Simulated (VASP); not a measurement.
# Ti3Al in VASP: a series of runs

The runs below take Ti3Al through single point, with PBE.

Program: VASP 6.6.1. These are calculated values, not measurements. Logs are shortened: lines on timing, memory, paths and dates and some standing lists are left out, and cuts for length are marked.

**1. The cell of the first run**

Symmetry: Fm-3m, No. 225, cubic system. Conventional cell: a = 6.590 Å, b = 6.590 Å, c = 6.590 Å, α = 90.00°, β = 90.00°, γ = 90.00°. Within 3.8 Å of Ti (site symmetry m-3m) lie 8 Ti at 2.85 Å and 6 Al at 3.30 Å. Ti (site symmetry -43m) has 10 Ti at 2.85 to 3.30 Å and 4 Al at 2.85 Å within 3.8 Å. Within 3.8 Å of Al (site symmetry m-3m) lie 14 Ti at 2.85 to 3.30 Å.

**2. Single point, PBE**

INCAR reads:

```
SYSTEM = Ti3Al
PREC = Accurate
ENCUT = 500
EDIFF = 1E-6
ISMEAR = -1
SIGMA = 0.05
LREAL = .False.
LASPH = .True.
NELM = 120
ALGO = Normal
ISIF = 2
LWAVE = .False.
LCHARG = .False.
GGA = PE
NBANDS = 28
GGA_COMPAT = .False.
```

KPOINTS reads:

```
regular mesh
0
Gamma
  7 7 7
  0 0 0
```

POSCAR reads:

```
Ti3Al
1.0
    0.0000000000      3.2951653469      3.2951653469
    3.2951653469      0.0000000000      3.2951653469
    3.2951653469      3.2951653469      0.0000000000
Ti Al
3 1
Direct
    0.0000000000      0.0000000000      0.0000000000
    0.2500000000      0.2500000000      0.2500000000
    0.7500000000      0.7500000000      0.7500000000
    0.5000000000      0.5000000000      0.5000000000
```

Potentials or basis: VASP PAW PBE potentials, release 64 (Ti_sv, Al).

Launch:

```
cat potpaw_PBE.64/Ti_sv/POTCAR potpaw_PBE.64/Al/POTCAR > POTCAR
mpirun -np 1 vasp_std > vasp.out
```

OUTCAR:

```text
SYSTEM = Ti3Al
   PREC = Accurate
   ENCUT = 500
   EDIFF = 1E-6
   ISMEAR = -1
   LREAL = .False.
   LASPH = .True.
   NELM = 120
   ISIF = 2
   GGA = PE

 ion  position               nearest neighbor table
   1  0.000  0.000  0.000-   2 2.85   3 2.85   3 2.85   3 2.85   3 2.85   2 2.85   2 2.85   2 2.85

   2  0.250  0.250  0.250-   1 2.85   4 2.85   1 2.85   1 2.85   1 2.85   4 2.85   4 2.85   4 2.85

   3  0.750  0.750  0.750-   1 2.85   4 2.85   4 2.85   4 2.85   4 2.85   1 2.85   1 2.85   1 2.85

   4  0.500  0.500  0.500-   2 2.85   3 2.85   2 2.85   2 2.85   2 2.85   3 2.85   3 2.85   3 2.85

  LATTYP: Found a face centered cubic cell.
 ALAT       =     6.5903306938

  Lattice vectors:

 A1 = (   0.0000000000,   3.2951653469,   3.2951653469)
 A2 = (   3.2951653469,   0.0000000000,   3.2951653469)
 A3 = (   3.2951653469,   3.2951653469,   0.0000000000)

Analysis of symmetry for initial positions (statically):
=====================================================================
 Subroutine PRICEL returns:
 Original cell was already a primitive cell.

 Routine SETGRP: Setting up the symmetry group for a
 face centered cubic supercell.

 Subroutine GETGRP returns: Found 48 space group operations
[... 9 lines left out ...]

 Routine SETGRP: Setting up the symmetry group for a
 face centered cubic supercell.

 Subroutine GETGRP returns: Found 48 space group operations
[... 11 lines left out ...]
                                     Primitive cell

  volume of cell :      71.5586

  direct lattice vectors                    reciprocal lattice vectors
     0.000000000  3.295165347  3.295165347    -0.151737454  0.151737454  0.151737454
     3.295165347  0.000000000  3.295165347     0.151737454 -0.151737454  0.151737454
     3.295165347  3.295165347  0.000000000     0.151737454  0.151737454 -0.151737454

  length of vectors
     4.660067524  4.660067524  4.660067524     0.262816980  0.262816980  0.262816980

  position of ions in fractional coordinates (direct lattice)
     0.000000000  0.000000000  0.000000000
     0.250000000  0.250000000  0.250000000
     0.750000000  0.750000000  0.750000000
     0.500000000  0.500000000  0.500000000

  ion indices of the primitive-cell ions
   primitive index   ion index
                 1           1
                 2           2
                 3           3
                 4           4

----------------------------------------------------------------------------------------

 KPOINTS: regular mesh

Automatic generation of k-mesh.
 Grid dimensions read from file:
 generate k-points for:    7    7    7

 Generating k-lattice:

  Cartesian coordinates                     Fractional coordinates (reciprocal lattice)
    -0.021676779  0.021676779  0.021676779     0.142857143  0.000000000  0.000000000
     0.021676779 -0.021676779  0.021676779     0.000000000  0.142857143  0.000000000
     0.021676779  0.021676779 -0.021676779     0.000000000  0.000000000  0.142857143

  Length of vectors
     0.037545283  0.037545283  0.037545283

  Shift w.r.t. Gamma in fractional coordinates (k-lattice)
     0.000000000  0.000000000  0.000000000

 Subroutine IBZKPT returns following result:
 ===========================================

 Found     20 irreducible k-points:

 Following reciprocal coordinates:
            Coordinates               Weight
  0.000000  0.000000  0.000000      1.000000
  0.142857  0.000000  0.000000      8.000000
  0.285714  0.000000  0.000000      8.000000
  0.428571  0.000000  0.000000      8.000000
  0.142857  0.142857  0.000000      6.000000
  0.285714  0.142857  0.000000     24.000000
[... 12 lines left out ...]
 -0.428571  0.428571  0.142857     24.000000
 -0.285714  0.428571  0.142857     24.000000
   k-points           NKPTS =     20   k-points in BZ     NKDIM =     20   number of bands    NBANDS=     28
   number of dos      NEDOS =    301   number of ions     NIONS =      4
   total plane-waves  NPLWV =  46656
   dimension x,y,z NGX =    36 NGY =   36 NGZ =   36
   dimension x,y,z NGXF=    72 NGYF=   72 NGZF=   72
   ions per type =               3   1
   NGX,Y,Z   is equivalent  to a cutoff of  12.84, 12.84, 12.84 a.u.
   NGXF,Y,Z  is equivalent  to a cutoff of  25.69, 25.69, 25.69 a.u.
 SYSTEM =  Ti3Al
   PREC   = accura    normal or accurate (medium, high low for compatibility)
   ISTART =      0    job   : 0-new  1-cont  2-samecut
   ICHARG =      2    charge: 1-file 2-atom 10-const
   ISPIN  =      1    spin polarized calculation?
   LNONCOLLINEAR =      F non collinear calculations
   LSORBIT =      F    spin-orbit coupling
   LASPH  =      T    aspherical Exc in radial PAW
   ENCUT  =  500.0 eV  36.75 Ry    6.06 a.u.   8.50  8.50  8.50*2*pi/ulx,y,z
   NELM   =    120;   NELMIN=  2; NELMDL= -5     # of ELM steps
   EDIFF  = 0.1E-05   stopping-criterion for ELM
   LREAL  =      F    real-space projection
   EDIFFG = 0.1E-04   stopping-criterion for IOM
   NSW    =      0    number of steps for IOM
   IBRION =     -1    ionic relax: 0-MD 1-quasi-New 2-CG
   NFREE  =      0    steps in history (QN), initial steepest desc. (CG)
   ISIF   =      2    stress and relaxation
   ISYM   =      2    0-nonsym 1-usesym 2-fastsym
   POTIM  = 0.5000    time-step for ionic-motion
   TEBEG  =    0.0;   TEEND  =   0.0 temperature during run
   PSTRESS=    0.0 pullay stress
   NELECT =      39.0000    total number of electrons
   NUPDOWN=      -1.0000    fix difference up-down
   EMIN   =  10.00;   EMAX   =-10.00  energy-range for DOS
   EFERMI =   0.00;   METHOD = LEGACY
   ISMEAR =    -1;   SIGMA  =   0.05  broadening in eV -4-tet -1-fermi 0-gaus
   EFERMI_NEDOS =   21; number of points for ismear=-14 and -15
   IALGO  =     38    algorithm
   IMIX   =      4    mixing-type and parameters
     AMIX     =   0.40;   BMIX     =  1.00
     AMIX_MAG =   1.60;   BMIX_MAG =  1.00
  volume/ion in A,a.u.               =      17.89       120.73
  Fermi-wavevector in a.u.,A,eV,Ry     =   1.337239  2.527016 24.330063  1.788209
  Thomas-Fermi vector in A             =   2.465804
   LORBIT       =      0    0 simple, 1 ext, 2 COOP (PROOUT), +10 PAW based schemes
   GGA     = PE    functional components
   LHFCALC =     F    Hartree Fock is set to
   AEXX    =    0.0000 exact exchange contribution
   IVDW    =     0    specifies the selected vdW correction
   LEPSILON=     F    determine dielectric tensor
   LRPA    =     F    only Hartree local field effects (RPA)
 non-spin polarized calculation
  energy-cutoff  :      500.00
  volume of cell :       71.56
 maximum number of plane-waves:      1837
 NGX is ok and might be reduce to    36
   NGX = 17   NGY = 17   NGZ = 17

 number of electron      38.9999986 magnetization

 Free energy of the ion-electron system (eV)
  ---------------------------------------------------
  ext. energy  EPLUGINS =         0.00000000
  ---------------------------------------------------
  free energy    TOTEN  =       -27.73046671 eV

  energy without entropy =      -27.65978092  energy(sigma->0) =      -27.69512382

 E-fermi :   7.5101     XC(G=0): -10.9943

 val. band max:        7.5096051250   @ k =   0.4286   0.1429   0.0000
 cond. band min:       7.5159902939   @ k =   0.0000   0.0000   0.0000
 fundamental gap:      0.0063851690
 Fermi energy:         7.5101353780

 k-point     1 :       0.0000    0.0000    0.0000
  band No.  band energies     occupation
      1     -49.2393      2.00000
      2     -49.1959      2.00000
      3     -48.9401      2.00000
      4     -25.5056      2.00000
      5     -25.5056      2.00000
      6     -25.5056      2.00000
[... 20 lines left out ...]
     27      10.3157      0.00000
     28      10.3157      0.00000

 k-point     2 :       0.1429    0.0000    0.0000
  band No.  band energies     occupation
      1     -49.2357      2.00000
      2     -49.1972      2.00000
      3     -48.9424      2.00000
      4     -25.5408      2.00000
      5     -25.5259      2.00000
      6     -25.5259      2.00000
[... 20 lines left out ...]
     27      10.3476      0.00000
     28      10.3476      0.00000

 k-point     3 :       0.2857    0.0000    0.0000
  band No.  band energies     occupation
      1     -49.2268      2.00000
      2     -49.2009      2.00000
      3     -48.9478      2.00000
      4     -25.5517      2.00000
      5     -25.5464      2.00000
      6     -25.5464      2.00000
[... 20 lines left out ...]
     27      10.2717      0.00000
     28      10.2717      0.00000

 k-point     4 :       0.4286    0.0000    0.0000
  band No.  band energies     occupation
      1     -49.2166      2.00000
      2     -49.2066      2.00000
      3     -48.9523      2.00000
      4     -25.5584      2.00000
      5     -25.5584      2.00000
      6     -25.5368      2.00000
[... 20 lines left out ...]
     27      10.1467      0.00000
     28      10.1468      0.00000

 k-point     5 :       0.1429    0.1429    0.0000
  band No.  band energies     occupation
      1     -49.2346      2.00000
      2     -49.1976      2.00000
      3     -48.9432      2.00000
      4     -25.5515      2.00000
      5     -25.5515      2.00000
      6     -25.5040      2.00000
[... 20 lines left out ...]
     27      10.3056      0.00000
     28      10.3856      0.00000

 k-point     6 :       0.2857    0.1429    0.0000
  band No.  band energies     occupation
      1     -49.2277      2.00000
      2     -49.2001      2.00000
      3     -48.9476      2.00000
      4     -25.5721      2.00000
      5     -25.5698      2.00000
      6     -25.5205      2.00000
[... 339 lines left out ...]
      5     -25.5735      2.00000
      6     -25.5319      2.00000
[... 20 lines left out ...]
     27      10.1970      0.00000
     28      10.3724      0.00000

 k-point    18 :      -0.4286    0.2857    0.1429
  band No.  band energies     occupation
      1     -49.2133      2.00000
      2     -49.2069      2.00000
      3     -48.9554      2.00000
      4     -25.6080      2.00000
      5     -25.5588      2.00000
      6     -25.5419      2.00000
[... 20 lines left out ...]
     27      10.1447      0.00000
     28      10.2429      0.00000

 k-point    19 :      -0.4286    0.4286    0.1429
  band No.  band energies     occupation
      1     -49.2128      2.00000
      2     -49.2057      2.00000
      3     -48.9571      2.00000
      4     -25.6281      2.00000
      5     -25.5937      2.00000
      6     -25.5268      2.00000
[... 20 lines left out ...]
     27       9.9608      0.00000
     28      10.3045      0.00000

 k-point    20 :      -0.2857    0.4286    0.1429
  band No.  band energies     occupation
      1     -49.2094      2.00000
      2     -49.2087      2.00000
      3     -48.9575      2.00000
      4     -25.6283      2.00000
      5     -25.5654      2.00000
      6     -25.5158      2.00000
[... 20 lines left out ...]
     27      10.0694      0.00000
     28      10.1084      0.00000

------------------------ aborting loop because EDIFF is reached ----------------------------------------

  FORCE on cell =-STRESS in cart. coord.  units (eV):
  Direction    XX          YY          ZZ          XY          YZ          ZX
  --------------------------------------------------------------------------------------
  -------------------------------------------------------------------------------------
  Total       -3.0344002     -3.0344002     -3.0344002      0.0000000      0.0000000      0.0000000
  in kB      -67.9394164    -67.9394164    -67.9394164      0.0000000      0.0000000      0.0000000
  external PRESSURE =     -67.9394164 kB  Pullay stress =       0.0000000 kB

 VOLUME and BASIS-vectors are now :
 -----------------------------------------------------------------------------
  energy-cutoff  :      500.00
  volume of cell :       71.56
      direct lattice vectors                 reciprocal lattice vectors
     0.000000000  3.295165347  3.295165347    -0.151737454  0.151737454  0.151737454
     3.295165347  0.000000000  3.295165347     0.151737454 -0.151737454  0.151737454
     3.295165347  3.295165347  0.000000000     0.151737454  0.151737454 -0.151737454

 POSITION                                       TOTAL-FORCE (eV/Angst)
 -----------------------------------------------------------------------------------
      0.00000      0.00000      0.00000         0.000000      0.000000      0.000000
      1.64758      1.64758      1.64758        -0.000000     -0.000000     -0.000000
      4.94275      4.94275      4.94275         0.000000      0.000000      0.000000
      3.29517      3.29517      3.29517         0.000000      0.000000      0.000000
 -----------------------------------------------------------------------------------
    total drift:                                0.000000      0.000000      0.000000

  FREE ENERGIE OF THE ION-ELECTRON SYSTEM (eV)
  ---------------------------------------------------
  free  energy   TOTEN  =       -27.7304667146 eV

  energy  without entropy=      -27.6597809220  energy(sigma->0) =      -27.69512382
```

It took 57 s on 1 thread of Intel Xeon Platinum 8259CL at 2.50GHz (Skylake/Cascade Lake), shared host; peak memory 0.21 GiB.

Results:

- Free energy: -27.7305 eV
- Pressure: -6.8 GPa

**3. Single point, PBE (atoms moved at random)**

INCAR reads:

```
ALGO = Normal
EDIFF = 1E-6
ENCUT = 500
GGA = PE
GGA_COMPAT = F
ISIF = 2
ISMEAR = -1
LASPH = T
LCHARG = F
LREAL = F
LWAVE = F
NBANDS = 28
NELM = 120
PREC = Accurate
SIGMA = 0.05
```

KPOINTS reads:

```
k-points
0
Gamma
  7 7 7
```

POSCAR reads:

```
Ti3Al
1.0
    0.0000000000      3.2317810000      3.2317810000
    3.2317810000      0.0000000000      3.2317810000
    3.2317810000      3.2317810000      0.0000000000
Ti Al
3 1
Direct
    0.0018000000      0.0008940000     -0.0082120000
    0.2571770000      0.2331650000      0.2593590000
    0.7573120000      0.7700640000      0.7310360000
    0.4938280000      0.5019060000      0.5042720000
```

Potentials or basis: VASP PAW PBE potentials, release 64 (Ti_sv, Al).

Launch:

```
cat potpaw_PBE.64/Ti_sv/POTCAR potpaw_PBE.64/Al/POTCAR > POTCAR
mpirun -np 1 vasp_std > vasp.out
```

It took 6.3 min on 1 thread of Intel Xeon Platinum 8259CL at 2.50GHz (Skylake/Cascade Lake), shared host; peak memory 0.38 GiB.

Results (log left out):

```yaml
Free_energy: -27.7891 eV
Pressure: -0.8 GPa
Largest_force: 0.504 eV/Å
```

Forces in eV/Å, atoms in the order of the input:
```
Ti   0.049  0.092  0.065
Ti   0.150 -0.337  0.166
Ti  -0.013  0.133 -0.486
Al  -0.186  0.111  0.255
```

Stress tensor (GPa, compression positive):
```
-0.74 -1.02  0.76
-1.02 -0.84 -0.31
 0.76 -0.31 -0.92
```

Levels at points of the mesh, in eV from the Fermi level:
| k point | band 17 | band 18 | band 19 | band 20 | band 21 | band 22 |
| --- | --- | --- | --- | --- | --- | --- |
| (0.00, 0.00, 0.00) | -1.59 | -1.59 | -0.05 | 0.03 | 0.07 | 2.09 |

Caveat: the cell differs from its parent crystal (atoms moved at random).
